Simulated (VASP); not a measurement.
# NaF (P6_3/mmc) in VASP: further runs, part 3 of 3

VASP 6.6.1. The steps go on from the part before.

## 5. Single point, PBE (volume changed by +3%)

Contents of INCAR:

```
SYSTEM = NaF
ALGO = Normal
EDIFF = 1E-6
ENCUT = 520
GGA = PE
ISIF = 2
ISMEAR = 0
LASPH = .TRUE.
LCHARG = .FALSE.
LREAL = .FALSE.
LWAVE = .FALSE.
NBANDS = 22
NELM = 60
PREC = Accurate
SIGMA = 0.01
```

Contents of KPOINTS:

```
k-points
0
G
  6 6 4
  0 0 0
```

Contents of POSCAR:

```
NaF
1.0
    3.9795184143      0.0000000000      0.0000000000
   -1.9897592072      3.4463640417      0.0000000000
    0.0000000000      0.0000000000      4.7024429907
Na F
2 2
Direct
    0.3333333333      0.6666666667      0.2500000000
    0.6666666667      0.3333333333      0.7500000000
    0.6666666667      0.3333333333      0.2500000000
    0.3333333333      0.6666666667      0.7500000000
```

Potentials or basis: VASP PAW PBE potentials, release 64 (Na_pv, F).

On the command line:

```sh
cat potpaw_PBE.64/Na_pv/POTCAR potpaw_PBE.64/F/POTCAR > POTCAR
mpirun -np 1 vasp_std > vasp.out
```

OUTCAR:

```text
SYSTEM = NaF
   EDIFF = 1E-6
   ENCUT = 520
   GGA = PE
   ISIF = 2
   ISMEAR = 0
   LASPH = .TRUE.
   LREAL = .FALSE.
   NELM = 60
   PREC = Accurate

 ion  position               nearest neighbor table
   1  0.333  0.667  0.250-   3 2.30   3 2.30   3 2.30
   2  0.667  0.333  0.750-   4 2.30   4 2.30   4 2.30
   3  0.667  0.333  0.250-   1 2.30   1 2.30   1 2.30
   4  0.333  0.667  0.750-   2 2.30   2 2.30   2 2.30

  LATTYP: Found a hexagonal cell.
 ALAT       =     3.9795184143
 C/A-ratio  =     1.1816613221

  Lattice vectors:

 A1 = (   3.9795184143,   0.0000000000,   0.0000000000)
 A2 = (  -1.9897592072,   3.4463640417,   0.0000000000)
 A3 = (   0.0000000000,   0.0000000000,   4.7024429907)

Analysis of symmetry for initial positions (statically):
=====================================================================
 Subroutine PRICEL returns:
 Original cell was already a primitive cell.

 Routine SETGRP: Setting up the symmetry group for a
 hexagonal supercell.

 Subroutine GETGRP returns: Found 24 space group operations
 (whereof 12 operations were pure point group operations)
 out of a pool of 24 trial point group operations.

The static configuration has the point symmetry D_3d.
 The point group associated with its full space group is D_6h.

Analysis of symmetry for dynamics (positions and initial velocities):
=====================================================================
 Subroutine PRICEL returns:
 Original cell was already a primitive cell.

 Routine SETGRP: Setting up the symmetry group for a
 hexagonal supercell.

 Subroutine GETGRP returns: Found 24 space group operations
 (whereof 12 operations were pure point group operations)
 out of a pool of 24 trial point group operations.

The dynamic configuration has the point symmetry D_3d.
 The point group associated with its full space group is D_6h.

 Subroutine INISYM returns: Found 24 space group operations
 (whereof 12 operations are pure point group operations),
 and found     1 'primitive' translations

----------------------------------------------------------------------------------------

                                     Primitive cell

  volume of cell :      64.4934

  direct lattice vectors                    reciprocal lattice vectors
     3.979518414  0.000000000  0.000000000     0.251286687  0.145080437  0.000000000
    -1.989759207  3.446364042  0.000000000     0.000000000  0.290160873  0.000000000
     0.000000000  0.000000000  4.702442991     0.000000000  0.000000000  0.212655422

  length of vectors
     3.979518414  3.979518414  4.702442991     0.290160873  0.290160873  0.212655422

  position of ions in fractional coordinates (direct lattice)
     0.333333333  0.666666667  0.250000000
     0.666666667  0.333333333  0.750000000
     0.666666667  0.333333333  0.250000000
     0.333333333  0.666666667  0.750000000

  ion indices of the primitive-cell ions
   primitive index   ion index
                 1           1
                 2           2
                 3           3
                 4           4

----------------------------------------------------------------------------------------

 KPOINTS: k-points

Automatic generation of k-mesh.
 Grid dimensions read from file:
 generate k-points for:    6    6    4

 Generating k-lattice:

  Cartesian coordinates                     Fractional coordinates (reciprocal lattice)
     0.041881115  0.024180073  0.000000000     0.166666667  0.000000000  0.000000000
     0.000000000  0.048360146  0.000000000     0.000000000  0.166666667  0.000000000
     0.000000000  0.000000000  0.053163856     0.000000000  0.000000000  0.250000000

  Length of vectors
     0.048360146  0.048360146  0.053163856

  Shift w.r.t. Gamma in fractional coordinates (k-lattice)
     0.000000000  0.000000000  0.000000000

 Subroutine IBZKPT returns following result:
 ===========================================

 Found     21 irreducible k-points:

 Following reciprocal coordinates:
            Coordinates               Weight
  0.000000  0.000000  0.000000      1.000000
  0.166667  0.000000  0.000000      6.000000
  0.333333  0.000000  0.000000      6.000000
  0.500000  0.000000  0.000000      3.000000
  0.166667  0.166667  0.000000      6.000000
  0.333333  0.166667  0.000000     12.000000
[... 13 lines left out ...]
  0.333333  0.166667  0.500000     12.000000
  0.333333  0.333333  0.500000      2.000000
   k-points           NKPTS =     21   k-points in BZ     NKDIM =     21   number of bands    NBANDS=     22
   number of dos      NEDOS =    301   number of ions     NIONS =      4
   total plane-waves  NPLWV =  32400
   dimension x,y,z NGX =    30 NGY =   30 NGZ =   36
   dimension x,y,z NGXF=    60 NGYF=   60 NGZF=   72
   ions per type =               2   2
   NGX,Y,Z   is equivalent  to a cutoff of  12.53, 12.53, 12.73 a.u.
   NGXF,Y,Z  is equivalent  to a cutoff of  25.07, 25.07, 25.45 a.u.
 SYSTEM =  NaF
   PREC   = accura    normal or accurate (medium, high low for compatibility)
   ISTART =      0    job   : 0-new  1-cont  2-samecut
   ICHARG =      2    charge: 1-file 2-atom 10-const
   ISPIN  =      1    spin polarized calculation?
   LNONCOLLINEAR =      F non collinear calculations
   LSORBIT =      F    spin-orbit coupling
   LASPH  =      T    aspherical Exc in radial PAW
   ENCUT  =  520.0 eV  38.22 Ry    6.18 a.u.   7.40  7.40  8.74*2*pi/ulx,y,z
   NELM   =     60;   NELMIN=  2; NELMDL= -5     # of ELM steps
   EDIFF  = 0.1E-05   stopping-criterion for ELM
   LREAL  =      F    real-space projection
   EDIFFG = 0.1E-04   stopping-criterion for IOM
   NSW    =      0    number of steps for IOM
   IBRION =     -1    ionic relax: 0-MD 1-quasi-New 2-CG
   NFREE  =      0    steps in history (QN), initial steepest desc. (CG)
   ISIF   =      2    stress and relaxation
   ISYM   =      2    0-nonsym 1-usesym 2-fastsym
   POTIM  = 0.5000    time-step for ionic-motion
   TEBEG  =    0.0;   TEEND  =   0.0 temperature during run
   PSTRESS=    0.0 pullay stress
   NELECT =      28.0000    total number of electrons
   NUPDOWN=      -1.0000    fix difference up-down
   EMIN   =  10.00;   EMAX   =-10.00  energy-range for DOS
   EFERMI =   0.00;   METHOD = LEGACY
   ISMEAR =     0;   SIGMA  =   0.01  broadening in eV -4-tet -1-fermi 0-gaus
   EFERMI_NEDOS =   21; number of points for ismear=-14 and -15
   IALGO  =     38    algorithm
   IMIX   =      4    mixing-type and parameters
     AMIX     =   0.40;   BMIX     =  1.00
     AMIX_MAG =   1.60;   BMIX_MAG =  1.00
  volume/ion in A,a.u.               =      16.12       108.81
  Fermi-wavevector in a.u.,A,eV,Ry     =   1.239622  2.342545 20.907549  1.536662
  Thomas-Fermi vector in A             =   2.374097
   LORBIT       =      0    0 simple, 1 ext, 2 COOP (PROOUT), +10 PAW based schemes
   GGA     = PE    functional components
   LHFCALC =     F    Hartree Fock is set to
   AEXX    =    0.0000 exact exchange contribution
   IVDW    =     0    specifies the selected vdW correction
   LEPSILON=     F    determine dielectric tensor
   LRPA    =     F    only Hartree local field effects (RPA)
 non-spin polarized calculation
 Gauss-broadening in eV      SIGMA  =   0.01
  energy-cutoff  :      520.00
  volume of cell :       64.49
 maximum number of plane-waves:      1749
 NGX is ok and might be reduce to    30
   NGX = 15   NGY = 15   NGZ = 17

 number of electron      28.0000024 magnetization

 Free energy of the ion-electron system (eV)
  ---------------------------------------------------
  ext. energy  EPLUGINS =         0.00000000
  ---------------------------------------------------
  free energy    TOTEN  =       -16.99160853 eV

  energy without entropy =      -16.99160853  energy(sigma->0) =      -16.99160853

 E-fermi :  -3.0377     XC(G=0):  -7.7793

 val. band max:       -3.1000631614   @ k =   0.0000   0.0000   0.0000
 cond. band min:       2.2930393651   @ k =   0.0000   0.0000   0.0000
 fundamental gap:      5.3931025264
 Fermi energy:        -3.0376537837

 k-point     1 :       0.0000    0.0000    0.0000
  band No.  band energies     occupation
      1     -22.4313      2.00000
      2     -22.4012      2.00000
      3     -22.4011      2.00000
      4     -22.3644      2.00000
      5     -22.3644      2.00000
      6     -22.3299      2.00000
[... 499 lines left out ...]
      6     -22.3392      2.00000
[... 14 lines left out ...]
     21      16.1598      0.00000
     22      16.1598      0.00000

------------------------ aborting loop because EDIFF is reached ----------------------------------------

  FORCE on cell =-STRESS in cart. coord.  units (eV):
  Direction    XX          YY          ZZ          XY          YZ          ZX
  --------------------------------------------------------------------------------------
  -------------------------------------------------------------------------------------
  Total       -0.3949457     -0.3949457     -0.4750747      0.0000000     -0.0000000      0.0000000
  in kB       -9.8114409     -9.8114409    -11.8020445      0.0000000     -0.0000000      0.0000000
  external PRESSURE =     -10.4749755 kB  Pullay stress =       0.0000000 kB

 VOLUME and BASIS-vectors are now :
 -----------------------------------------------------------------------------
  energy-cutoff  :      520.00
  volume of cell :       64.49
      direct lattice vectors                 reciprocal lattice vectors
     3.979518414  0.000000000  0.000000000     0.251286687  0.145080437  0.000000000
    -1.989759207  3.446364042  0.000000000     0.000000000  0.290160873  0.000000000
     0.000000000  0.000000000  4.702442991     0.000000000  0.000000000  0.212655422

 POSITION                                       TOTAL-FORCE (eV/Angst)
 -----------------------------------------------------------------------------------
     -0.00000      2.29758      1.17561        -0.000000      0.000000     -0.000000
      1.98976      1.14879      3.52683         0.000000     -0.000000     -0.000000
      1.98976      1.14879      1.17561        -0.000000     -0.000000     -0.000000
     -0.00000      2.29758      3.52683         0.000000      0.000000      0.000000
 -----------------------------------------------------------------------------------
    total drift:                               -0.000000      0.000000     -0.000000

  FREE ENERGIE OF THE ION-ELECTRON SYSTEM (eV)
  ---------------------------------------------------
  free  energy   TOTEN  =       -16.9916085339 eV

  energy  without entropy=      -16.9916085339  energy(sigma->0) =      -16.99160853
```

OSZICAR:

```text
N       E                     dE             d eps       ncg     rms          rms(c)
DAV:   1     0.317529928504E+03    0.31753E+03   -0.15268E+04   924   0.148E+03
DAV:   2     0.983065695028E+01   -0.30770E+03   -0.29130E+03  1028   0.436E+02
DAV:   3    -0.186355701518E+02   -0.28466E+02   -0.28307E+02  1116   0.133E+02
DAV:   4    -0.192277896976E+02   -0.59222E+00   -0.59205E+00   996   0.212E+01
DAV:   5    -0.192396573111E+02   -0.11868E-01   -0.11867E-01  1086   0.286E+00    0.820E+00
DAV:   6    -0.170224372826E+02    0.22172E+01   -0.87818E+00  1292   0.193E+01    0.287E+00
DAV:   7    -0.169786824336E+02    0.43755E-01   -0.94621E-02   950   0.266E+00    0.166E+00
DAV:   8    -0.169849714102E+02   -0.62890E-02   -0.81089E-02   942   0.456E+00    0.262E-01
DAV:   9    -0.169920745860E+02   -0.71032E-02   -0.19466E-02   960   0.923E-01    0.240E-01
DAV:  10    -0.169915665484E+02    0.50804E-03   -0.43520E-03  1218   0.647E-01    0.264E-02
DAV:  11    -0.169916001476E+02   -0.33599E-04   -0.13763E-04  1044   0.143E-01    0.994E-03
DAV:  12    -0.169916078269E+02   -0.76792E-05   -0.22369E-05  1090   0.577E-02    0.174E-03
DAV:  13    -0.169916085339E+02   -0.70706E-06   -0.29652E-06  1030   0.208E-02
   1 F= -.16991609E+02 E0= -.16991609E+02  d E =-.475987E-21
```

Wall time 23 s (1 thread of Intel Xeon Platinum 8375C at 2.90GHz (Ice Lake), shared host); peak memory 0.18 GiB.

Results:

```
Free energy            : -16.9916 eV
Pressure               : -1.0 GPa
Band gap on the k mesh : 5.39 eV, direct
```

Stress tensor (GPa, compression positive):
```
-0.98  0.00  0.00
 0.00 -0.98  0.00
 0.00  0.00 -1.18
```

Levels at points of the mesh, in eV from the valence-band top:
```
           k point  band 12  band 13  band 14  band 15  band 16  band 17
(0.00, 0.00, 0.00)    -0.25    -0.25     0.00     5.39    12.18    12.32
(0.50, 0.00, 0.00)    -0.55    -0.32    -0.15     8.52     9.73    12.51
(0.00, 0.00, 0.50)    -0.39    -0.39    -0.39     7.57     7.57    15.79
(0.50, 0.00, 0.50)    -0.42    -0.22    -0.22     9.54     9.54    11.68
```

## 6. Single point, PBE (volume changed by +6%)

Contents of INCAR:

```
  PREC = Accurate
  ENCUT = 520
  EDIFF = 1E-7
  ISMEAR = 0
  SIGMA = 0.01
  LREAL = F
  LASPH = T
  NELM = 80
  ALGO = Normal
  ISIF = 2
  LWAVE = F
  LCHARG = T
  GGA = PE
  LELF = T
  LVHAR = T
  NBANDS = 22
```

Contents of KPOINTS:

```
Automatic mesh
0
Gamma
  6 6 4
```

Contents of POSCAR:

```
NaF
1.0
    4.0177853620      0.0000000000      0.0000000000
   -2.0088926810      3.4795041904      0.0000000000
    0.0000000000      0.0000000000      4.7476615626
Na F
2 2
Direct
    0.3333333333      0.6666666667      0.2500000000
    0.6666666667      0.3333333333      0.7500000000
    0.6666666667      0.3333333333      0.2500000000
    0.3333333333      0.6666666667      0.7500000000
```

Potentials or basis: VASP PAW PBE potentials, release 64 (Na_pv, F).

On the command line:

```sh
cat potpaw_PBE.64/Na_pv/POTCAR potpaw_PBE.64/F/POTCAR > POTCAR
mpirun -np 1 vasp_std > vasp.out
```

It took 28 s on 1 thread of Intel Xeon Platinum 8375C at 2.90GHz (Ice Lake), shared host; peak memory 0.18 GiB.

The run converged. Its results:

```yaml
Free_energy: -16.9761 eV
Pressure: -1.9 GPa
Band_gap_on_the_k_mesh: 5.30 eV, direct
```

Stress tensor (GPa, compression positive):
```
-1.84  0.00  0.00
 0.00 -1.84  0.00
 0.00  0.00 -2.15
```

Levels at points of the mesh, in eV from the valence-band top:
```
           k point  band 12  band 13  band 14  band 15  band 16  band 17
(0.00, 0.00, 0.00)    -0.23    -0.23     0.00     5.30    11.97    12.13
(0.50, 0.00, 0.00)    -0.53    -0.31    -0.14     8.42     9.52    12.38
(0.00, 0.00, 0.50)    -0.37    -0.37    -0.37     7.45     7.45    15.57
(0.50, 0.00, 0.50)    -0.40    -0.21    -0.21     9.43     9.43    11.44
```

## 7. The runs side by side

```tsv
cell	gap on the mesh (eV)	pressure (GPa)
a = 3.860, b = 3.860, c = 4.561 Å, angles 90.0, 90.0, 120.0°, 4 atoms	5.68	2.6
a = 3.901, b = 3.901, c = 4.609 Å, angles 90.0, 90.0, 120.0°, 4 atoms	5.58	1.1
a = 3.941, b = 3.941, c = 4.656 Å, angles 90.0, 90.0, 120.0°, 4 atoms	5.48	-0.1
a = 3.980, b = 3.980, c = 4.702 Å, angles 90.0, 90.0, 120.0°, 4 atoms	5.39	-1.0
a = 4.018, b = 4.018, c = 4.748 Å, angles 90.0, 90.0, 120.0°, 4 atoms	5.30	-1.9
```

Alike in all rows: task single point; level PBE; potentials or basis VASP PAW PBE potentials, release 64 (Na_pv, F); no spin polarisation; k mesh 6 × 6 × 4; cutoff (eV) 520; smearing gaussian 0.01 eV.

Total energies depend on the potentials used, so only differences within one code and one set of settings carry meaning.
